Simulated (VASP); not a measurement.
# Os (Im-3m) in VASP: notebook

Os is run at these levels: BLYP; tasks: single point.

Everything below comes from runs of VASP 6.6.1. Logs are shortened: lines on timing, memory, paths and dates and some standing lists are left out, and cuts for length are marked.

### 1 The cell of the first run

It takes space group Im-3m (No. 229, cubic). The conventional cell has a = 3.140 Å, b = 3.140 Å, c = 3.140 Å, α = 90.00°, β = 90.00°, γ = 90.00°. Os (site symmetry m-3m) has 14 Os at 2.72 to 3.14 Å within 3.6 Å.

### 2 Single point, BLYP

Contents of INCAR:

```
AGGAC = 1.0
AGGAX = 1.0
ALDAC = 0.0
ALDAX = 1.0
ALGO = Normal
EDIFF = 1E-6
ENCUT = 500
GGA = B5
GGA_COMPAT = F
ISIF = 2
ISMEAR = -1
LASPH = T
LCHARG = F
LREAL = F
LWAVE = F
NBANDS = 14
NELM = 120
PREC = Accurate
SIGMA = 0.1
```

Contents of KPOINTS:

```
k-points
0
Gamma
  16 16 16
```

Contents of POSCAR:

```
Os
1.0
   -1.5700430959      1.5700430959      1.5700430959
    1.5700430959     -1.5700430959      1.5700430959
    1.5700430959      1.5700430959     -1.5700430959
Os
1
Direct
    0.0000000000      0.0000000000      0.0000000000
```

Potentials or basis: VASP PAW PBE potentials, release 64 (Os_sv_GW).

The run is started by

```console
$ cat potpaw_PBE.64/Os_sv_GW/POTCAR > POTCAR
$ mpirun -np 1 vasp_std > vasp.out
```

OUTCAR:

```text
EDIFF = 1E-6
   ENCUT = 500
   GGA = B5
   ISIF = 2
   ISMEAR = -1
   LASPH = T
   LREAL = F
   NELM = 120
   PREC = Accurate

 ion  position               nearest neighbor table
   1  0.000  0.000  0.000-

  LATTYP: Found a body centered cubic cell.
 ALAT       =     3.1400861918

  Lattice vectors:

 A1 = (  -1.5700430959,   1.5700430959,   1.5700430959)
 A2 = (   1.5700430959,  -1.5700430959,   1.5700430959)
 A3 = (   1.5700430959,   1.5700430959,  -1.5700430959)

Analysis of symmetry for initial positions (statically):
=====================================================================
 Subroutine PRICEL returns:
 Original cell was already a primitive cell.

 Routine SETGRP: Setting up the symmetry group for a
 body centered cubic supercell.

 Subroutine GETGRP returns: Found 48 space group operations
[... 9 lines left out ...]

 Routine SETGRP: Setting up the symmetry group for a
 body centered cubic supercell.

 Subroutine GETGRP returns: Found 48 space group operations
 (whereof 48 operations were pure point group operations)
 out of a pool of 48 trial point group operations.

The dynamic configuration has the point symmetry O_h .

 Subroutine INISYM returns: Found 48 space group operations
 (whereof 48 operations are pure point group operations),
 and found     1 'primitive' translations

----------------------------------------------------------------------------------------

                                     Primitive cell

  volume of cell :      15.4808

  direct lattice vectors                    reciprocal lattice vectors
    -1.570043096  1.570043096  1.570043096     0.000000000  0.318462596  0.318462596
     1.570043096 -1.570043096  1.570043096     0.318462596  0.000000000  0.318462596
     1.570043096  1.570043096 -1.570043096     0.318462596  0.318462596  0.000000000

  length of vectors
     2.719394412  2.719394412  2.719394412     0.450374122  0.450374122  0.450374122

  position of ions in fractional coordinates (direct lattice)
     0.000000000  0.000000000  0.000000000

  ion indices of the primitive-cell ions
   primitive index   ion index
                 1           1

----------------------------------------------------------------------------------------

 KPOINTS: k-points

Automatic generation of k-mesh.
 Grid dimensions read from file:
 generate k-points for:   16   16   16

 Generating k-lattice:

  Cartesian coordinates                     Fractional coordinates (reciprocal lattice)
     0.000000000  0.019903912  0.019903912     0.062500000  0.000000000  0.000000000
     0.019903912  0.000000000  0.019903912     0.000000000  0.062500000  0.000000000
     0.019903912  0.019903912  0.000000000     0.000000000  0.000000000  0.062500000

  Length of vectors
     0.028148383  0.028148383  0.028148383

  Shift w.r.t. Gamma in fractional coordinates (k-lattice)
     0.000000000  0.000000000  0.000000000

 Subroutine IBZKPT returns following result:
 ===========================================

 Found    145 irreducible k-points:

 Following reciprocal coordinates:
            Coordinates               Weight
  0.000000  0.000000  0.000000      1.000000
  0.062500  0.000000  0.000000     12.000000
  0.125000  0.000000  0.000000     12.000000
  0.187500  0.000000  0.000000     12.000000
  0.250000  0.000000  0.000000     12.000000
  0.312500  0.000000  0.000000     12.000000
[... 16 lines left out ...]
  0.187500  0.187500  0.000000     24.000000
  0.250000  0.187500  0.000000     48.000000
 [... further k-points ...]
   k-points           NKPTS =    145   k-points in BZ     NKDIM =    145   number of bands    NBANDS=     14
   number of dos      NEDOS =    301   number of ions     NIONS =      1
   total plane-waves  NPLWV =   8000
   dimension x,y,z NGX =    20 NGY =   20 NGZ =   20
   dimension x,y,z NGXF=    40 NGYF=   40 NGZF=   40
   ions per type =               1
   NGX,Y,Z   is equivalent  to a cutoff of  12.23, 12.23, 12.23 a.u.
   NGXF,Y,Z  is equivalent  to a cutoff of  24.45, 24.45, 24.45 a.u.
 SYSTEM =  unknown system
   PREC   = accura    normal or accurate (medium, high low for compatibility)
   ISTART =      0    job   : 0-new  1-cont  2-samecut
   ICHARG =      2    charge: 1-file 2-atom 10-const
   ISPIN  =      1    spin polarized calculation?
   LNONCOLLINEAR =      F non collinear calculations
   LSORBIT =      F    spin-orbit coupling
   LASPH  =      T    aspherical Exc in radial PAW
   ENCUT  =  500.0 eV  36.75 Ry    6.06 a.u.   4.96  4.96  4.96*2*pi/ulx,y,z
   NELM   =    120;   NELMIN=  2; NELMDL= -5     # of ELM steps
   EDIFF  = 0.1E-05   stopping-criterion for ELM
   LREAL  =      F    real-space projection
   EDIFFG = 0.1E-04   stopping-criterion for IOM
   NSW    =      0    number of steps for IOM
   IBRION =     -1    ionic relax: 0-MD 1-quasi-New 2-CG
   NFREE  =      0    steps in history (QN), initial steepest desc. (CG)
   ISIF   =      2    stress and relaxation
   ISYM   =      2    0-nonsym 1-usesym 2-fastsym
   POTIM  = 0.5000    time-step for ionic-motion
   TEBEG  =    0.0;   TEEND  =   0.0 temperature during run
   PSTRESS=    0.0 pullay stress
   NELECT =      16.0000    total number of electrons
   NUPDOWN=      -1.0000    fix difference up-down
   EMIN   =  10.00;   EMAX   =-10.00  energy-range for DOS
   EFERMI =   0.00;   METHOD = LEGACY
   ISMEAR =    -1;   SIGMA  =   0.10  broadening in eV -4-tet -1-fermi 0-gaus
   EFERMI_NEDOS =   21; number of points for ismear=-14 and -15
   IALGO  =     38    algorithm
   IMIX   =      4    mixing-type and parameters
     AMIX     =   0.40;   BMIX     =  1.00
     AMIX_MAG =   1.60;   BMIX_MAG =  1.00
  volume/ion in A,a.u.               =      15.48       104.47
  Fermi-wavevector in a.u.,A,eV,Ry     =   1.655198  3.127870 37.275610  2.739680
  Thomas-Fermi vector in A             =   2.743335
   LORBIT       =      0    0 simple, 1 ext, 2 COOP (PROOUT), +10 PAW based schemes
   GGA     = B5    functional components
   LHFCALC =     F    Hartree Fock is set to
   AEXX    =    0.0000 exact exchange contribution
   IVDW    =     0    specifies the selected vdW correction
   LEPSILON=     F    determine dielectric tensor
   LRPA    =     F    only Hartree local field effects (RPA)
 non-spin polarized calculation
  energy-cutoff  :      500.00
  volume of cell :       15.48
 maximum number of plane-waves:       420
   NGX =  9   NGY =  9   NGZ =  9

 number of electron      16.0000002 magnetization

 Free energy of the ion-electron system (eV)
  ---------------------------------------------------
  ext. energy  EPLUGINS =         0.00000000
  ---------------------------------------------------
  free energy    TOTEN  =        -9.99080587 eV

  energy without entropy =       -9.93503670  energy(sigma->0) =       -9.96292129

 E-fermi :  12.7725     XC(G=0): -13.2846

 val. band max:       12.7552345452   @ k =   0.0625   0.0625   0.0000
 cond. band min:      12.7886161567   @ k =   0.1250   0.1250   0.0625
 fundamental gap:      0.0333816115
 Fermi energy:        12.7725060273

 k-point     1 :       0.0000    0.0000    0.0000
  band No.  band energies     occupation
      1     -73.3643      2.00000
      2     -32.6226      2.00000
      3     -32.6226      2.00000
      4     -32.6226      2.00000
      5       2.6863      2.00000
      6       9.6996      2.00000
      7       9.6996      2.00000
      8       9.6996      2.00000
      9      12.7219      1.24764
     10      12.7219      1.24764
     11      28.3579      0.00000
     12      28.3579      0.00000
     13      28.3579      0.00000
     14      39.8471      0.00000

 k-point     2 :       0.0625    0.0000    0.0000
  band No.  band energies     occupation
      1     -73.3616      2.00000
      2     -32.6537      2.00000
      3     -32.6330      2.00000
      4     -32.6225      2.00000
      5       2.8621      2.00000
      6       9.6150      2.00000
      7       9.6927      2.00000
      8       9.8571      2.00000
      9      12.6018      1.69302
     10      12.7267      1.22495
     11      28.4751      0.00000
     12      28.6391      0.00000
     13      28.6527      0.00000
     14      37.8741      0.00000

 k-point     3 :       0.1250    0.0000    0.0000
  band No.  band energies     occupation
      1     -73.3541      2.00000
      2     -32.7433      2.00000
      3     -32.6626      2.00000
      4     -32.6222      2.00000
      5       3.3670      2.00000
      6       9.3826      2.00000
      7       9.6505      2.00000
      8      10.3220      2.00000
      9      12.3449      1.97258
     10      12.7463      1.13024
     11      28.7087      0.00000
     12      29.2998      0.00000
     13      29.4578      0.00000
     14      35.8819      0.00000
[... 324 lines left out ...]
 k-point    23 :       0.1875    0.1875    0.0000
  band No.  band energies     occupation
      1     -73.3123      2.00000
      2     -33.1612      2.00000
      3     -32.8159      2.00000
      4     -32.6784      2.00000
      5       6.1408      2.00000
      6       8.6269      2.00000
      7       8.8709      2.00000
      8      11.9675      1.99936
      9      13.2011      0.02716
     10      14.0766      0.00000
     11      25.8882      0.00000
     12      28.0823      0.00000
     13      30.3209      0.00000
     14      32.1077      0.00000

 k-point    24 :       0.2500    0.1875    0.0000
  band No.  band energies     occupation
      1     -73.3016      2.00000
      2     -33.2411      2.00000
      3     -32.8823      2.00000
      4     -32.6886      2.00000
      5       6.6171      2.00000
      6       8.3858      2.00000
      7       9.2048      2.00000
      8      12.1588      1.99569
      9      13.2802      0.01240
     10      15.5161      0.00000
     11      23.8946      0.00000
     12      26.9498      0.00000
     13      29.2265      0.00000
     14      33.0907      0.00000

 [... further k-points ...]
[... 5 lines left out ...]
  --------------------------------------------------------------------------------------
  -------------------------------------------------------------------------------------
  Total       -0.0916739     -0.0916739     -0.0916739     -0.0000000      0.0000000     -0.0000000
  in kB       -9.4877183     -9.4877183     -9.4877183     -0.0000000      0.0000000     -0.0000000
  external PRESSURE =      -9.4877183 kB  Pullay stress =       0.0000000 kB

 VOLUME and BASIS-vectors are now :
 -----------------------------------------------------------------------------
  energy-cutoff  :      500.00
  volume of cell :       15.48
      direct lattice vectors                 reciprocal lattice vectors
    -1.570043096  1.570043096  1.570043096     0.000000000  0.318462596  0.318462596
     1.570043096 -1.570043096  1.570043096     0.318462596  0.000000000  0.318462596
     1.570043096  1.570043096 -1.570043096     0.318462596  0.318462596  0.000000000

 POSITION                                       TOTAL-FORCE (eV/Angst)
 -----------------------------------------------------------------------------------
      0.00000      0.00000      0.00000        -0.000000     -0.000000      0.000000
 -----------------------------------------------------------------------------------
    total drift:                                0.000000     -0.000000      0.000000

  FREE ENERGIE OF THE ION-ELECTRON SYSTEM (eV)
  ---------------------------------------------------
  free  energy   TOTEN  =        -9.9908058718 eV

  energy  without entropy=       -9.9350366984  energy(sigma->0) =       -9.96292129
```

Run time: 22 s. Hardware: 1 thread of Intel Xeon Platinum 8488C (Sapphire Rapids), shared host; peak memory 0.15 GiB.

What came out:

```yaml
Free_energy: -9.9908 eV
Pressure: -0.9 GPa
Band_gap_on_the_k_mesh: zero (band 8 reaches 14.92 eV, above the bottom of band 9 at 10.94 eV)
```

Levels at points of the mesh, in eV from the Fermi level:
| k point | band 4 | band 5 | band 6 | band 7 | band 8 | band 9 | band 10 | band 11 | band 12 | band 13 |
| --- | --- | --- | --- | --- | --- | --- | --- | --- | --- | --- |
| (0.00, 0.00, 0.00) | -45.40 | -10.09 | -3.07 | -3.07 | -3.07 | -0.05 | -0.05 | 15.59 | 15.59 | 15.59 |
| (0.50, 0.00, 0.00) | -45.39 | -7.02 | -4.91 | -0.22 | 0.16 | 0.48 | 2.88 | 8.18 | 12.19 | 16.04 |
| (0.50, 0.50, 0.50) | -45.96 | -6.56 | -6.56 | 2.15 | 2.15 | 2.15 | 7.68 | 7.68 | 7.68 | 14.25 |

Caveat: the PAW data sets were made with another functional, which shifts forces and pressure a little; spin-orbit coupling is left out, which moves the levels of the heavy elements.

### 3 Single point, BLYP (volume scaled by 1.08)

Contents of INCAR:

```
SYSTEM = Os
PREC = Accurate
ENCUT = 500
EDIFF = 1E-6
ISMEAR = -1
SIGMA = 0.1
LREAL = .False.
LASPH = .True.
NELM = 120
ALGO = Normal
ISIF = 2
LWAVE = .False.
LCHARG = .False.
GGA = B5
ALDAX = 1.0
AGGAX = 1.0
AGGAC = 1.0
ALDAC = 0.0
NBANDS = 14
GGA_COMPAT = .False.
```

Contents of KPOINTS:

```
Automatic mesh
0
Gamma
  16 16 16
  0 0 0
```

Contents of POSCAR:

```
Os
1.0
   -1.6108415576      1.6108415576      1.6108415576
    1.6108415576     -1.6108415576      1.6108415576
    1.6108415576      1.6108415576     -1.6108415576
Os
1
Direct
    0.0000000000      0.0000000000      0.0000000000
```

Potentials or basis: VASP PAW PBE potentials, release 64 (Os_sv_GW).

The run is started by

```console
$ cat potpaw_PBE.64/Os_sv_GW/POTCAR > POTCAR
$ mpirun -np 1 vasp_std > vasp.out
```

OUTCAR:

```text
SYSTEM = Os
   PREC = Accurate
   ENCUT = 500
   EDIFF = 1E-6
   ISMEAR = -1
   LREAL = .False.
   LASPH = .True.
   NELM = 120
   ISIF = 2
   GGA = B5

 ion  position               nearest neighbor table
   1  0.000  0.000  0.000-

  LATTYP: Found a body centered cubic cell.
 ALAT       =     3.2216831152

  Lattice vectors:

 A1 = (  -1.6108415576,   1.6108415576,   1.6108415576)
 A2 = (   1.6108415576,  -1.6108415576,   1.6108415576)
 A3 = (   1.6108415576,   1.6108415576,  -1.6108415576)

Analysis of symmetry for initial positions (statically):
=====================================================================
 Subroutine PRICEL returns:
 Original cell was already a primitive cell.

 Routine SETGRP: Setting up the symmetry group for a
 body centered cubic supercell.

 Subroutine GETGRP returns: Found 48 space group operations
[... 9 lines left out ...]

 Routine SETGRP: Setting up the symmetry group for a
 body centered cubic supercell.

 Subroutine GETGRP returns: Found 48 space group operations
 (whereof 48 operations were pure point group operations)
 out of a pool of 48 trial point group operations.

The dynamic configuration has the point symmetry O_h .

 Subroutine INISYM returns: Found 48 space group operations
 (whereof 48 operations are pure point group operations),
 and found     1 'primitive' translations

----------------------------------------------------------------------------------------

                                     Primitive cell

  volume of cell :      16.7193

  direct lattice vectors                    reciprocal lattice vectors
    -1.610841558  1.610841558  1.610841558     0.000000000  0.310396760  0.310396760
     1.610841558 -1.610841558  1.610841558     0.310396760  0.000000000  0.310396760
     1.610841558  1.610841558 -1.610841558     0.310396760  0.310396760  0.000000000

  length of vectors
     2.790059421  2.790059421  2.790059421     0.438967307  0.438967307  0.438967307

[... 99 lines left out ...]
  volume/ion in A,a.u.               =      16.72       112.83
  Fermi-wavevector in a.u.,A,eV,Ry     =   1.613276  3.048650 35.411331  2.602659
  Thomas-Fermi vector in A             =   2.708371
   LORBIT       =      0    0 simple, 1 ext, 2 COOP (PROOUT), +10 PAW based schemes
   GGA     = B5    functional components
   LHFCALC =     F    Hartree Fock is set to
   AEXX    =    0.0000 exact exchange contribution
   IVDW    =     0    specifies the selected vdW correction
   LEPSILON=     F    determine dielectric tensor
   LRPA    =     F    only Hartree local field effects (RPA)
 non-spin polarized calculation
  energy-cutoff  :      500.00
  volume of cell :       16.72
 maximum number of plane-waves:       438
   NGX = 11   NGY = 11   NGZ = 11

 number of electron      15.9999998 magnetization

 Free energy of the ion-electron system (eV)
  ---------------------------------------------------
  ext. energy  EPLUGINS =         0.00000000
  ---------------------------------------------------
  free energy    TOTEN  =        -9.92037959 eV

  energy without entropy =       -9.85682481  energy(sigma->0) =       -9.88860220

 E-fermi :  11.4404     XC(G=0): -12.8272

 val. band max:       11.4342661318   @ k =   0.1250   0.0000   0.0000
 cond. band min:      11.4410064812   @ k =   0.0625   0.0625   0.0000
 fundamental gap:      0.0067403494
 Fermi energy:        11.4403707943

 k-point     1 :       0.0000    0.0000    0.0000
  band No.  band energies     occupation
      1     -74.5744      2.00000
      2     -33.9005      2.00000
      3     -33.9005      2.00000
      4     -33.9005      2.00000
      5       2.0175      2.00000
      6       8.6902      2.00000
      7       8.6902      2.00000
      8       8.6902      2.00000
      9      11.4117      1.14224
     10      11.4117      1.14224
     11      27.0050      0.00000
     12      27.0050      0.00000
     13      27.0050      0.00000
     14      37.5095      0.00000
[... 377 lines left out ...]
      1     -74.5306      2.00000
      2     -34.3707      2.00000
      3     -34.0983      2.00000
      4     -33.9501      2.00000
      5       5.8017      2.00000
      6       7.5253      2.00000
      7       8.2188      2.00000
      8      10.9078      1.99031
      9      11.8745      0.02570
     10      13.8961      0.00000
     11      21.8308      0.00000
     12      24.9082      0.00000
     13      27.2175      0.00000
     14      31.2309      0.00000

 [... further k-points ...]
[... 5 lines left out ...]
  --------------------------------------------------------------------------------------
  -------------------------------------------------------------------------------------
  Total       -2.1169213     -2.1169213     -2.1169213      0.0000000      0.0000000      0.0000000
  in kB     -202.8601874   -202.8601874   -202.8601874      0.0000000      0.0000000      0.0000000
  external PRESSURE =    -202.8601874 kB  Pullay stress =       0.0000000 kB

 VOLUME and BASIS-vectors are now :
 -----------------------------------------------------------------------------
  energy-cutoff  :      500.00
  volume of cell :       16.72
      direct lattice vectors                 reciprocal lattice vectors
    -1.610841558  1.610841558  1.610841558     0.000000000  0.310396760  0.310396760
     1.610841558 -1.610841558  1.610841558     0.310396760  0.000000000  0.310396760
     1.610841558  1.610841558 -1.610841558     0.310396760  0.310396760  0.000000000

 POSITION                                       TOTAL-FORCE (eV/Angst)
 -----------------------------------------------------------------------------------
      0.00000      0.00000      0.00000        -0.000000      0.000000      0.000000
 -----------------------------------------------------------------------------------
    total drift:                                0.000000     -0.000000     -0.000000

  FREE ENERGIE OF THE ION-ELECTRON SYSTEM (eV)
  ---------------------------------------------------
  free  energy   TOTEN  =        -9.9203795869 eV

  energy  without entropy=       -9.8568248144  energy(sigma->0) =       -9.88860220
```

It took 21 s on 1 thread of Intel Xeon Platinum 8488C (Sapphire Rapids), shared host; peak memory 0.15 GiB.

What came out:

* Free energy: -9.9204 eV
* Pressure: -20.3 GPa
* Band gap on the k mesh: zero (band 8 reaches 13.33 eV, above the bottom of band 9 at 9.86 eV)

Caveat: the PAW data sets were made with another functional, which shifts forces and pressure a little; spin-orbit coupling is left out, which moves the levels of the heavy elements.

[end of part 1 of 2]
